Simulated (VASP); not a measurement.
Set up this calculation in VASP 6.6.1, as the native input.

- Task: single point
- Functional: r2SCAN
- Potentials or basis: VASP PAW PBE potentials, release 64 (Hf_pv, O)
- Cutoff: 520 eV
- k mesh: 8 × 8 × 8
- Occupations: gaussian, width 0.05 eV
- Spin: no spin polarisation
- Dipole correction: no
- Further INCAR settings: ALGO = Normal; EDIFF = 1e-07; NBANDS = 18

HfO2:

```xyz
3
Lattice="0.0000 2.5292 2.5292 2.5292 0.0000 2.5292 2.5292 2.5292 0.0000" Properties=species:S:1:pos:R:3 pbc="T T T"
Hf    0.0000    0.0000    0.0000
O     1.2646    1.1646    1.2646
O     3.7937    3.6937    3.7937
```

This cell differs from its parent crystal: all O atoms moved -0.100 Å, as atom 2 along Cartesian [0 1 0].

One way to write it, as run:

POSCAR

```
HfO2
1.0
    0.0000000000      2.5291609861      2.5291609861
    2.5291609861      0.0000000000      2.5291609861
    2.5291609861      2.5291609861      0.0000000000
Hf O
1 2
Direct
    0.0000000000      0.0000000000      0.0000000000
    0.2302305981      0.2697694019      0.2302305981
    0.7302305981      0.7697694019      0.7302305981
```

INCAR.step1

```
SYSTEM = HfO2
PREC = Accurate
ENCUT = 520
ISMEAR = 0
SIGMA = 0.05
LREAL = .FALSE.
LASPH = .TRUE.
NELM = 60
NBANDS = 18
GGA = PE
ALGO = Normal
EDIFF = 1E-4
LWAVE = .TRUE.
LCHARG = .FALSE.
```

INCAR.step2

```
SYSTEM = HfO2
PREC = Accurate
ENCUT = 520
EDIFF = 1E-7
ISMEAR = 0
SIGMA = 0.05
LREAL = .FALSE.
LASPH = .TRUE.
NELM = 60
ALGO = Normal
ISIF = 2
LWAVE = .FALSE.
LCHARG = .TRUE.
METAGGA = R2SCAN
LMIXTAU = .TRUE.
LELF = .TRUE.
LVHAR = .TRUE.
NBANDS = 18
ISTART = 1
```

KPOINTS

```
Automatic mesh
0
G
  8 8 8
  0 0 0
```

Potentials or basis: VASP PAW PBE potentials, release 64 (Hf_pv, O).

Run with:

```bash
$ cat potpaw_PBE.64/Hf_pv/POTCAR potpaw_PBE.64/O/POTCAR > POTCAR
$ cp INCAR.step1 INCAR
$ mpirun -np 1 vasp_std > vasp.out
$ cp INCAR.step2 INCAR
$ mpirun -np 1 vasp_std > vasp.out
```

It gave:

```
Pressure               : -2.8 GPa
Largest force          : 0.563 eV/Å
Band gap on the k mesh : 4.32 eV, direct
```

Caveat: the cell differs from its parent crystal (all O atoms moved -0.100 Å, as atom 2 along Cartesian [0 1 0]); the PAW data sets were made with another functional, which shifts forces and pressure a little; spin-orbit coupling is left out, which moves the levels of the heavy elements.

Wall time 93 s on 1 thread of Intel(R) Xeon(R) Platinum 8488C (Sapphire Rapids) (shared host), peak memory 0.18 GiB.
